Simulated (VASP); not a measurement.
# MgO (CsCl type) (Pm-3m) in VASP: vibrations by perturbation theory with PBE

Aim: the vibrations by perturbation theory of MgO (CsCl type) with PBE.

Everything below comes from runs of VASP 6.6.1. Logs are shortened: lines on timing, memory, paths and dates and some standing lists are left out, and cuts for length are marked.

### Step 1. The cell of the first run

It takes space group Pm-3m (No. 221, cubic). Conventional cell: a = 2.063 Å, b = 2.063 Å, c = 2.063 Å, α = 90.00°, β = 90.00°, γ = 90.00°. Within 2.4 Å of Mg (site symmetry m-3m) lie 8 O at 1.79 Å and 6 Mg at 2.06 Å. O (site symmetry m-3m) has 8 Mg at 1.79 Å and 6 O at 2.06 Å within 2.4 Å.

### Step 2. Vibrations by perturbation theory, PBE

The input, INCAR:

```
PREC     = Accurate       # precision mode
ENCUT    = 600            # plane-wave cutoff, eV
EDIFF    = 1E-8           # SCF threshold, eV
ISMEAR   = 0              # smearing method
SIGMA    = 0.01           # smearing width, eV
LREAL    = F              # projectors in reciprocal space
LASPH    = T              # aspherical terms in the spheres
NELM     = 120            # most SCF steps
ALGO     = Normal         # electronic algorithm
ISIF     = 2              # what is computed and relaxed
LWAVE    = F              # write WAVECAR
LCHARG   = T              # write CHGCAR
GGA      = PE             # functional
IBRION   = 8              # ionic algorithm
NSW      = 1              # ionic steps
LEPSILON = T              # dielectric tensor by DFPT
GGA_COMPAT= F
```

The input, KPOINTS:

```
Automatic mesh
0
Gamma
  8 8 8
```

The input, POSCAR:

```
MgO
1.0
    2.0631258129      0.0000000000      0.0000000000
    0.0000000000      2.0631258129      0.0000000000
    0.0000000000      0.0000000000      2.0631258129
Mg O
1 1
Direct
    0.0000000000      0.0000000000      0.0000000000
    0.5000000000      0.5000000000      0.5000000000
```

Potentials or basis: VASP PAW PBE potentials, release 64 (Mg, O).

Started as:

```
$ cat potpaw_PBE.64/Mg/POTCAR potpaw_PBE.64/O/POTCAR > POTCAR
$ mpirun -np 1 vasp_std > vasp.out
```

OUTCAR:

```text
PREC = Accurate
   ENCUT = 600
   EDIFF = 1E-8
   ISMEAR = 0
   LREAL = F
   LASPH = T
   NELM = 120
   ISIF = 2
   GGA = PE
   IBRION = 8
   NSW = 1
   LEPSILON = T

 ion  position               nearest neighbor table
   1  0.000  0.000  0.000-   2 1.79   2 1.79   2 1.79   2 1.79   2 1.79   2 1.79   2 1.79   2 1.79

   2  0.500  0.500  0.500-   1 1.79   1 1.79   1 1.79   1 1.79   1 1.79   1 1.79   1 1.79   1 1.79

  LATTYP: Found a simple cubic cell.
 ALAT       =     2.0631258129

  Lattice vectors:

 A1 = (   2.0631258129,   0.0000000000,   0.0000000000)
 A2 = (   0.0000000000,   2.0631258129,   0.0000000000)
 A3 = (   0.0000000000,   0.0000000000,   2.0631258129)

Analysis of symmetry for initial positions (statically):
=====================================================================
 Subroutine PRICEL returns:
 Original cell was already a primitive cell.

 Routine SETGRP: Setting up the symmetry group for a
 simple cubic supercell.

 Subroutine GETGRP returns: Found 48 space group operations
 (whereof 48 operations were pure point group operations)
 out of a pool of 48 trial point group operations.

The static configuration has the point symmetry O_h .

Analysis of symmetry for dynamics (positions and initial velocities):
=====================================================================
 Subroutine PRICEL returns:
 Original cell was already a primitive cell.

 Routine SETGRP: Setting up the symmetry group for a
 simple cubic supercell.

 Subroutine GETGRP returns: Found 48 space group operations
 (whereof 48 operations were pure point group operations)
 out of a pool of 48 trial point group operations.

The dynamic configuration has the point symmetry O_h .

 Subroutine INISYM returns: Found 48 space group operations
 (whereof 48 operations are pure point group operations),
 and found     1 'primitive' translations

----------------------------------------------------------------------------------------

                                     Primitive cell

  volume of cell :       8.7817

  direct lattice vectors                    reciprocal lattice vectors
     2.063125813  0.000000000  0.000000000     0.484701415  0.000000000  0.000000000
     0.000000000  2.063125813  0.000000000     0.000000000  0.484701415  0.000000000
     0.000000000  0.000000000  2.063125813     0.000000000  0.000000000  0.484701415

  length of vectors
     2.063125813  2.063125813  2.063125813     0.484701415  0.484701415  0.484701415

  position of ions in fractional coordinates (direct lattice)
     0.000000000  0.000000000  0.000000000
     0.500000000  0.500000000  0.500000000

  ion indices of the primitive-cell ions
   primitive index   ion index
                 1           1
                 2           2

----------------------------------------------------------------------------------------

 KPOINTS: Automatic mesh

Automatic generation of k-mesh.
 Grid dimensions read from file:
 generate k-points for:    8    8    8

 Generating k-lattice:

  Cartesian coordinates                     Fractional coordinates (reciprocal lattice)
     0.060587677  0.000000000  0.000000000     0.125000000  0.000000000  0.000000000
[... 413 lines left out ...]
  ---------------------------------------------------
  free energy    TOTEN  =        -0.04616187 eV

  energy without entropy =       -0.04616187

------------------------ aborting loop because EDIFF is reached ----------------------------------------

--------------------------------------- Ionic step        2  -------------------------------------------

------------------------ aborting loop because EDIFF is reached ----------------------------------------

--------------------------------------- Ionic step        3  -------------------------------------------

------------------------ aborting loop because EDIFF is reached ----------------------------------------

 PIEZOELECTRIC TENSOR FIELD DIRECTION 3  (e Angst)
 -----------------------------------------------------------------------------
    -0.00026  0.00000  0.00000           (  0.00000  0.00000 -0.00000)
     0.00000 -0.00026 -0.00000           (  0.00000  0.00000  0.00000)
    -0.00000  0.00000  0.00031           ( -0.00000  0.00000 -0.00002)

 PIEZOELECTRIC TENSOR FIELD DIRECTION 3  (C/m^2)
 -----------------------------------------------------------------------------
    -0.00047  0.00000  0.00000
     0.00000 -0.00047 -0.00000
    -0.00000  0.00000  0.00057

--------------------------------------- Ionic step        4  -------------------------------------------

------------------------ aborting loop because EDIFF is reached ----------------------------------------

[... ionic steps 5 to 6 ...]

--------------------------------------- Ionic step        7  -------------------------------------------

 Free energy of the ion-electron system (eV)
  ---------------------------------------------------
  ---------------------------------------------------
  free energy    TOTEN  =        -0.36130688 eV

  energy without entropy =       -0.36130688

------------------------ aborting loop because EDIFF is reached ----------------------------------------

 INTERNAL STRAIN TENSOR  FOR ION    2  DIRECTION 1   (eV/Angst):
 -----------------------------------------------------------------------------
     0.01022 -0.00000 -0.00000
     0.00000  0.00725  0.00000
    -0.00000  0.00000  0.00725

 MACROSCOPIC STATIC DIELECTRIC TENSOR (including local field effects in DFT)
 ------------------------------------------------------
           2.763978     0.000000    -0.000000
          -0.000000     2.763978     0.000000
           0.000000    -0.000000     2.763978
 ------------------------------------------------------

 PIEZOELECTRIC TENSOR (including local field effects)  for field in x, y, z        (e  Angst)
          XX          YY          ZZ          XY          YZ          ZX
  --------------------------------------------------------------------------------
  x     0.00000     0.00000     0.00000     0.00000     0.00000     0.00000
  y     0.00000     0.00000     0.00000     0.00000     0.00000     0.00000
  z     0.00000     0.00000     0.00000     0.00000     0.00000     0.00000

 PIEZOELECTRIC TENSOR (including local field effects)  for field in x, y, z        (C/m^2)
          XX          YY          ZZ          XY          YZ          ZX
  --------------------------------------------------------------------------------
  x     0.00000     0.00000     0.00000     0.00000     0.00000     0.00000
  y     0.00000     0.00000     0.00000     0.00000     0.00000     0.00000
  z     0.00000     0.00000     0.00000     0.00000     0.00000     0.00000

 BORN EFFECTIVE CHARGES (including local field effects) (in |e|, cummulative output)
 ---------------------------------------------------------------------------------
 ion    1
    1     1.81335     0.00000     0.00000
    2     0.00000     1.81335    -0.00000
    3     0.00000    -0.00000     1.81335
 ion    2
    1    -1.81335    -0.00000    -0.00000
    2    -0.00000    -1.81335     0.00000
    3    -0.00000     0.00000    -1.81335

 INTERNAL STRAIN TENSOR FOR ION    2 for displacements in x,y,z  (eV/Angst):
          X           Y           Z          XY          YZ          ZX
  --------------------------------------------------------------------------------
  x     0.00000     0.00000     0.00000     0.00000     0.00000     0.00000
  y     0.00000     0.00000     0.00000     0.00000     0.00000     0.00000
  z     0.00000     0.00000     0.00000     0.00000     0.00000     0.00000

 SECOND DERIVATIVES (NOT SYMMETRIZED)
 ------------------------------------
               1X          1Y          1Z          2X          2Y          2Z
  1X   -37.754960    0.000000   -0.000000   37.754960   -0.000000    0.000000
  1Y     0.000000  -37.754960    0.000000   -0.000000   37.754960   -0.000000
  1Z     0.000000    0.000000  -37.754960   -0.000000   -0.000000   37.754960
  2X    37.768192    0.000000    0.000000  -37.768192   -0.000000   -0.000000
  2Y     0.000000   37.768192    0.000000   -0.000000  -37.768192   -0.000000
  2Z    -0.000000   -0.000000   37.768192    0.000000    0.000000  -37.768192

 Eigenvectors and eigenvalues of the dynamical matrix
 ----------------------------------------------------

   1 f  =   30.928245 THz   194.327897 2PiTHz 1031.655218 cm-1   127.908888 meV
             X         Y         Z           dx          dy          dz
      0.000000  0.000000  0.000000    -0.000000    0.629991    0.000000
      1.031563  1.031563  1.031563    -0.000000   -0.776602    0.000000
[... 21 lines left out ...]
   6 f/i=    0.002651 THz     0.016659 2PiTHz    0.088438 cm-1     0.010965 meV
             X         Y         Z           dx          dy          dz
      0.000000  0.000000  0.000000    -0.478646    0.611563    0.000000
      1.031563  1.031563  1.031563    -0.388285    0.496109    0.000000

--------------------------------------------------------------------------------------------------------

 MACROSCOPIC STATIC DIELECTRIC TENSOR IONIC CONTRIBUTION
 ------------------------------------------------------
           1.794330    -0.000000     0.000000
          -0.000000     1.794330    -0.000000
           0.000000    -0.000000     1.794330
 ------------------------------------------------------

 ELASTIC MODULI CONTR FROM IONIC RELAXATION (kBar)
 Direction    XX          YY          ZZ          XY          YZ          ZX
 --------------------------------------------------------------------------------
 XX           0.0000      0.0000      0.0000      0.0000      0.0000      0.0000
 YY           0.0000      0.0000      0.0000      0.0000      0.0000      0.0000
 ZZ           0.0000      0.0000      0.0000      0.0000      0.0000      0.0000
 XY           0.0000      0.0000      0.0000      0.0000      0.0000      0.0000
 YZ           0.0000      0.0000      0.0000      0.0000      0.0000      0.0000
 ZX           0.0000      0.0000      0.0000      0.0000      0.0000      0.0000
 --------------------------------------------------------------------------------

 PIEZOELECTRIC TENSOR IONIC CONTR  for field in x, y, z        (C/m^2)
          XX          YY          ZZ          XY          YZ          ZX
  --------------------------------------------------------------------------------
  x     0.00000     0.00000     0.00000     0.00000     0.00000     0.00000
  y     0.00000     0.00000     0.00000     0.00000     0.00000     0.00000
  z     0.00000     0.00000     0.00000     0.00000     0.00000     0.00000
```

Run time: 74 s. Hardware: 1 thread of AMD EPYC 7R13, shared host; peak memory 0.11 GiB.

What came out:

```yaml
Electronic_dielectric_tensor_diagonal: 2.76
Born_charges_mean_of_the_diagonal: Mg +1.81; O -1.81 e
Highest_phonon_frequency_at_Γ_LO-TO_splitting_left_out: 1032 cm⁻¹
```

Phonon frequencies in cm⁻¹ (negative: imaginary):
| q point | frequencies |
| --- | --- |
| (0.000, 0.000, 0.000) | 0 0 0 1032 1032 1032 |

Electronic dielectric tensor:
```
2.76 0.00 0.00
0.00 2.76 0.00
0.00 0.00 2.76
```

Born effective charge tensors (e):
atom 1, Mg
```
1.81 0.00 0.00
0.00 1.81 0.00
0.00 0.00 1.81
```
atom 2, O
```
-1.81  0.00  0.00
 0.00 -1.81  0.00
 0.00  0.00 -1.81
```

Caveat: the k points lie up to 0.38 Å⁻¹ apart; the cell wasn't relaxed at this level first, which shifts response properties.
